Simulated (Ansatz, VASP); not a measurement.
# One calculation of MnRh, two programs

```
Mn Rh
1.0
     2.93407    0.00000    0.00000
     0.00000    2.93407    0.00000
     0.00000    0.00000    2.93407
Mn Rh
1 1
Cartesian
  0.0000 0.0000 0.0000
  1.4670 1.4670 1.4670
```

Alike in both runs: task single point; functional LDA; k mesh 14 × 14 × 14; occupations gaussian, width 0.2 eV; collinear spin.

|  | VASP | Ansatz |
| --- | --- | --- |
| version | VASP 6.6.1 | Ansatz 0.2.0 |
| potentials or method | VASP PAW LDA potentials, release 64 (Mn_pv, Rh_pv), cutoff 520 eV | scalar-relativistic, plane waves, PAW |
| valence electrons in the cell | 28 | 32 |

VASP gave:

* gap on the k mesh at the Fermi level (eV): none
* pressure (GPa): 4.7
* net moment per atom (μB): 1.94
* size of the moment on the site where the two differ most (μB): 0.62

What did Ansatz give for the same quantities?

gap on the k mesh at the Fermi level (eV): none; pressure (GPa): 4.8; net moment per atom (μB): 1.96; size of the moment on the site where the two differ most (μB): 0.62.

LDA's correlation is that of Perdew and Zunger in VASP and of Perdew and Wang (1992) in Ansatz. Site moments also hang on the region over which each program counts them. A gap of «none» marks a metal or a gap that the smearing closes. VASP's potentials hold 28 valence electrons a cell and Ansatz's 32, so a difference there can come from the potentials and not from the codes.
